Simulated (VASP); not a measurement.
# BaZrO3 (Pm-3m) in VASP: vibrations by perturbation theory with LDA

Aim: the vibrations by perturbation theory of BaZrO3 with LDA.

Program: VASP 6.6.1. These are calculated values, not measurements. Logs are shortened: lines on timing, memory, paths and dates and some standing lists are left out, and cuts for length are marked.

**1. The cell of the first run**

It takes space group Pm-3m (No. 221, cubic). The conventional cell has a = 4.147 Å, b = 4.147 Å, c = 4.147 Å, α = 90.00°, β = 90.00°, γ = 90.00°. Ba (site symmetry m-3m) has 12 O at 2.93 Å and 8 Zr at 3.59 Å within 3.9 Å. Within 2.7 Å of Zr (site symmetry m-3m) lie 6 O at 2.07 Å. Within 2.7 Å of O (site symmetry 4/mmm) lie 2 Zr at 2.07 Å.

**2. Vibrations by perturbation theory, LDA**

INCAR

```
SYSTEM = BaZrO3
ALGO = Normal
EDIFF = 1E-8
ENCUT = 520
GGA = CA
IBRION = 8
ISIF = 2
ISMEAR = 0
LASPH = .TRUE.
LCHARG = .FALSE.
LEPSILON = .TRUE.
LREAL = .FALSE.
LWAVE = .FALSE.
NELM = 80
NSW = 1
PREC = Accurate
SIGMA = 0.01
```

KPOINTS

```
k-points
0
G
  6 6 6
  0 0 0
```

POSCAR

```
BaZrO3
1.0
    4.1473634996      0.0000000000      0.0000000000
    0.0000000000      4.1473634996      0.0000000000
    0.0000000000      0.0000000000      4.1473634996
Ba Zr O
1 1 3
Direct
    0.0000000000      0.0000000000      0.0000000000
    0.5000000000      0.5000000000      0.5000000000
    0.0000000000      0.5000000000      0.5000000000
    0.5000000000      0.0000000000      0.5000000000
    0.5000000000      0.5000000000      0.0000000000
```

Potentials or basis: VASP PAW LDA potentials, release 64 (Ba_sv, Zr_sv, O).

Run with:

```sh
> cat potpaw_LDA.64/Ba_sv/POTCAR potpaw_LDA.64/Zr_sv/POTCAR potpaw_LDA.64/O/POTCAR > POTCAR
> mpirun -np 1 vasp_std > vasp.out
```

OUTCAR:

```text
SYSTEM = BaZrO3
   EDIFF = 1E-8
   ENCUT = 520
   GGA = CA
   IBRION = 8
   ISIF = 2
   ISMEAR = 0
   LASPH = .TRUE.
   LEPSILON = .TRUE.
   LREAL = .FALSE.
   NELM = 80
   NSW = 1
   PREC = Accurate

 ion  position               nearest neighbor table
   1  0.000  0.000  0.000-   3 2.93   4 2.93   5 2.93   3 2.93   4 2.93   3 2.93   5 2.93   3 2.93
                             4 2.93   5 2.93   4 2.93   5 2.93   2 3.59   2 3.59   2 3.59   2 3.59
   2  0.500  0.500  0.500-   3 2.07   4 2.07   5 2.07   5 2.07   4 2.07   3 2.07   1 3.59   1 3.59
                             1 3.59   1 3.59   1 3.59   1 3.59   1 3.59   1 3.59
   3  0.000  0.500  0.500-   2 2.07   2 2.07   1 2.93   1 2.93   1 2.93   1 2.93
   4  0.500  0.000  0.500-   2 2.07   2 2.07   1 2.93   1 2.93   1 2.93   1 2.93
   5  0.500  0.500  0.000-   2 2.07   2 2.07   1 2.93   1 2.93   1 2.93   1 2.93

  LATTYP: Found a simple cubic cell.
 ALAT       =     4.1473634996

  Lattice vectors:

 A1 = (   4.1473634996,   0.0000000000,   0.0000000000)
 A2 = (   0.0000000000,   4.1473634996,   0.0000000000)
 A3 = (   0.0000000000,   0.0000000000,   4.1473634996)

Analysis of symmetry for initial positions (statically):
=====================================================================
 Subroutine PRICEL returns:
 Original cell was already a primitive cell.

 Routine SETGRP: Setting up the symmetry group for a
 simple cubic supercell.

 Subroutine GETGRP returns: Found 48 space group operations
 (whereof 48 operations were pure point group operations)
 out of a pool of 48 trial point group operations.

The static configuration has the point symmetry O_h .

Analysis of symmetry for dynamics (positions and initial velocities):
=====================================================================
 Subroutine PRICEL returns:
 Original cell was already a primitive cell.

 Routine SETGRP: Setting up the symmetry group for a
 simple cubic supercell.

 Subroutine GETGRP returns: Found 48 space group operations
 (whereof 48 operations were pure point group operations)
 out of a pool of 48 trial point group operations.

The dynamic configuration has the point symmetry O_h .

 Subroutine INISYM returns: Found 48 space group operations
 (whereof 48 operations are pure point group operations),
 and found     1 'primitive' translations

----------------------------------------------------------------------------------------

                                     Primitive cell

  volume of cell :      71.3372

  direct lattice vectors                    reciprocal lattice vectors
     4.147363500  0.000000000  0.000000000     0.241117037  0.000000000  0.000000000
     0.000000000  4.147363500  0.000000000     0.000000000  0.241117037  0.000000000
     0.000000000  0.000000000  4.147363500     0.000000000  0.000000000  0.241117037

  length of vectors
     4.147363500  4.147363500  4.147363500     0.241117037  0.241117037  0.241117037

  position of ions in fractional coordinates (direct lattice)
     0.000000000  0.000000000  0.000000000
[... 756 lines left out ...]
 -----------------------------------------------------------------------------
    -0.03182  0.00000  0.00000
     0.00000  0.02692  0.00000
     0.00000  0.00000 -0.00212

 MACROSCOPIC STATIC DIELECTRIC TENSOR (including local field effects in DFT)
 ------------------------------------------------------
           4.937915     0.000000    -0.000000
           0.000000     4.937915    -0.000000
           0.000000     0.000000     4.937915
 ------------------------------------------------------

 PIEZOELECTRIC TENSOR (including local field effects)  for field in x, y, z        (e  Angst)
          XX          YY          ZZ          XY          YZ          ZX
  --------------------------------------------------------------------------------
  x     0.00000     0.00000     0.00000     0.00000     0.00000     0.00000
  y     0.00000     0.00000     0.00000     0.00000     0.00000     0.00000
  z     0.00000     0.00000     0.00000     0.00000     0.00000     0.00000

 PIEZOELECTRIC TENSOR (including local field effects)  for field in x, y, z        (C/m^2)
          XX          YY          ZZ          XY          YZ          ZX
  --------------------------------------------------------------------------------
  x     0.00000     0.00000     0.00000     0.00000     0.00000     0.00000
  y     0.00000     0.00000     0.00000     0.00000     0.00000     0.00000
  z     0.00000     0.00000     0.00000     0.00000     0.00000     0.00000

 BORN EFFECTIVE CHARGES (including local field effects) (in |e|, cummulative output)
 ---------------------------------------------------------------------------------
 ion    1
    1     2.73742    -0.00000     0.00000
    2     0.00000     2.73742     0.00000
    3     0.00000    -0.00000     2.73742
 ion    2
    1     6.11924     0.00000    -0.00000
    2    -0.00000     6.11924     0.00000
    3     0.00000     0.00000     6.11924
 ion    3
    1    -4.80424     0.00000    -0.00000
    2    -0.00000    -2.02621     0.00000
    3     0.00000     0.00000    -2.02621
 ion    4
    1    -2.02621     0.00000    -0.00000
    2     0.00000    -4.80424     0.00000
    3     0.00000     0.00000    -2.02621
 ion    5
    1    -2.02621     0.00000    -0.00000
    2    -0.00000    -2.02621     0.00000
    3     0.00000    -0.00000    -4.80424

 INTERNAL STRAIN TENSOR FOR ION    5 for displacements in x,y,z  (eV/Angst):
          X           Y           Z          XY          YZ          ZX
  --------------------------------------------------------------------------------
  x     0.00000     0.00000     0.00000     0.00000     0.00000     0.00000
  y     0.00000     0.00000     0.00000     0.00000     0.00000     0.00000
  z     0.00000     0.00000     0.00000     0.00000     0.00000     0.00000

 SECOND DERIVATIVES (NOT SYMMETRIZED)
 ------------------------------------
               1X          1Y          1Z          2X          2Y          2Z          3X          3Y          3Z          4X          4Y          4Z          5X          5Y          5Z
  1X    -4.057901   -0.000000   -0.000000    3.711038   -0.000000   -0.000000    1.201082   -0.000000   -0.000000   -0.427109   -0.000000   -0.000000   -0.427109    0.000000    0.000000
  1Y    -0.000000   -4.057901   -0.000000   -0.000000    3.711038   -0.000000   -0.000000   -0.427109   -0.000000   -0.000000    1.201082   -0.000000    0.000000   -0.427109   -0.000000
  1Z    -0.000000   -0.000000   -4.057901   -0.000000   -0.000000    3.711038   -0.000000   -0.000000   -0.427109   -0.000000   -0.000000   -0.427109   -0.000000   -0.000000    1.201082
  2X     3.713046   -0.000000    0.000000  -10.147752   -0.000000    0.000000    6.589515   -0.000000    0.000000   -0.077405    0.000000    0.000000   -0.077405    0.000000   -0.000000
  2Y    -0.000000    3.713046    0.000000   -0.000000  -10.147752    0.000000    0.000000   -0.077405    0.000000   -0.000000    6.589515    0.000000    0.000000   -0.077405   -0.000000
  2Z    -0.000000   -0.000000    3.713046   -0.000000   -0.000000  -10.147752    0.000000    0.000000   -0.077405    0.000000    0.000000   -0.077405   -0.000000   -0.000000    6.589515
  3X     1.200222   -0.000000    0.000000    6.584209   -0.000000    0.000000  -14.621544   -0.000000    0.000000    3.418556    0.000000    0.000000    3.418556   -0.000000    0.000000
  3Y     0.000000   -0.427213    0.000000    0.000000   -0.081591    0.000000    0.000000   -2.359763    0.000000    0.000000    3.415194    0.000000    0.000000   -0.546627    0.000000
  3Z     0.000000    0.000000   -0.427213    0.000000    0.000000   -0.081591    0.000000    0.000000   -2.359763    0.000000    0.000000   -0.546627    0.000000    0.000000    3.415194
  4X    -0.427213    0.000000    0.000000   -0.081591    0.000000    0.000000    3.415194    0.000000    0.000000   -2.359763    0.000000    0.000000   -0.546627    0.000000    0.000000
  4Y    -0.000000    1.200222   -0.000000   -0.000000    6.584209   -0.000000    0.000000    3.418556   -0.000000   -0.000000  -14.621544    0.000000    0.000000    3.418556    0.000000
  4Z     0.000000    0.000000   -0.427213    0.000000    0.000000   -0.081591    0.000000    0.000000   -0.546627    0.000000    0.000000   -2.359763    0.000000    0.000000    3.415194
  5X    -0.427213    0.000000    0.000000   -0.081591    0.000000    0.000000    3.415194    0.000000    0.000000   -0.546627    0.000000    0.000000   -2.359763    0.000000    0.000000
  5Y     0.000000   -0.427213    0.000000    0.000000   -0.081591    0.000000    0.000000   -0.546627    0.000000    0.000000    3.415194    0.000000    0.000000   -2.359763    0.000000
  5Z     0.000000    0.000000    1.200222    0.000000    0.000000    6.584209    0.000000    0.000000    3.418556   -0.000000    0.000000    3.418556   -0.000000   -0.000000  -14.621544

 Eigenvectors and eigenvalues of the dynamical matrix
 ----------------------------------------------------

   1 f  =   16.029214 THz   100.714520 2PiTHz  534.677019 cm-1    66.291472 meV
             X         Y         Z           dx          dy          dz
      0.000000  0.000000  0.000000    -0.000045    0.021861    0.000000
      2.073682  2.073682  2.073682    -0.000352    0.170857   -0.000000
      0.000000  2.073682  2.073682     0.001917    0.229077   -0.000000
      2.073682  0.000000  2.073682    -0.000472   -0.930254    0.000000
      2.073682  2.073682  0.000000    -0.000472    0.229077    0.000000
[... 105 lines left out ...]
  15 f/i=    0.004372 THz     0.027473 2PiTHz    0.145848 cm-1     0.018083 meV
             X         Y         Z           dx          dy          dz
      0.000000  0.000000  0.000000     0.001664    0.013669   -0.704217
      2.073682  2.073682  2.073682     0.001357    0.011142   -0.574021
      0.000000  2.073682  2.073682     0.000569    0.004679   -0.241092
      2.073682  0.000000  2.073682     0.000570    0.004672   -0.241092
      2.073682  2.073682  0.000000     0.000570    0.004679   -0.240717

--------------------------------------------------------------------------------------------------------

 MACROSCOPIC STATIC DIELECTRIC TENSOR IONIC CONTRIBUTION
 ------------------------------------------------------
          48.317447     0.000000    -0.000000
           0.000000    48.317447    -0.000000
          -0.000000    -0.000000    48.317447
 ------------------------------------------------------

 ELASTIC MODULI CONTR FROM IONIC RELAXATION (kBar)
 Direction    XX          YY          ZZ          XY          YZ          ZX
 --------------------------------------------------------------------------------
 XX           0.0000      0.0000      0.0000      0.0000      0.0000      0.0000
 YY           0.0000      0.0000      0.0000      0.0000      0.0000      0.0000
 ZZ           0.0000      0.0000      0.0000      0.0000      0.0000      0.0000
 XY           0.0000      0.0000      0.0000      0.0000      0.0000      0.0000
 YZ           0.0000      0.0000      0.0000      0.0000      0.0000      0.0000
 ZX           0.0000      0.0000      0.0000      0.0000      0.0000      0.0000
 --------------------------------------------------------------------------------

 PIEZOELECTRIC TENSOR IONIC CONTR  for field in x, y, z        (C/m^2)
          XX          YY          ZZ          XY          YZ          ZX
  --------------------------------------------------------------------------------
  x     0.00000     0.00000     0.00000     0.00000     0.00000     0.00000
  y     0.00000     0.00000     0.00000     0.00000     0.00000     0.00000
  z     0.00000     0.00000     0.00000     0.00000     0.00000     0.00000
```

It took 11 min on 1 thread of Intel Xeon Platinum 8488C (Sapphire Rapids), shared host; peak memory 0.47 GiB.

Results:

- Electronic dielectric tensor (diagonal): 4.94
- Born charges (mean of the diagonal): Ba +2.74; Zr +6.12; O -2.95 e
- Highest phonon frequency at Γ, LO-TO splitting left out: 535 cm⁻¹

Phonon frequencies in cm⁻¹ (negative: imaginary):
```
              q point                                            frequencies
(0.000, 0.000, 0.000)  0 0 0 109 109 109 176 176 176 196 196 196 535 535 535
```

Electronic dielectric tensor:
```
4.94 0.00 0.00
0.00 4.94 0.00
0.00 0.00 4.94
```

Born effective charge tensors (e):
atom 1, Ba
```
2.74 0.00 0.00
0.00 2.74 0.00
0.00 0.00 2.74
```
atom 2, Zr
```
6.12 0.00 0.00
0.00 6.12 0.00
0.00 0.00 6.12
```
atom 3, O
```
-4.80  0.00  0.00
 0.00 -2.03  0.00
 0.00  0.00 -2.03
```
atom 4, O
```
-2.03  0.00  0.00
 0.00 -4.80  0.00
 0.00  0.00 -2.03
```
atom 5, O
```
-2.03  0.00  0.00
 0.00 -2.03  0.00
 0.00  0.00 -4.80
```

Caveat: the cell stands under pressure or tension, which shifts response properties; spin-orbit coupling is left out, which moves the levels of the heavy elements.
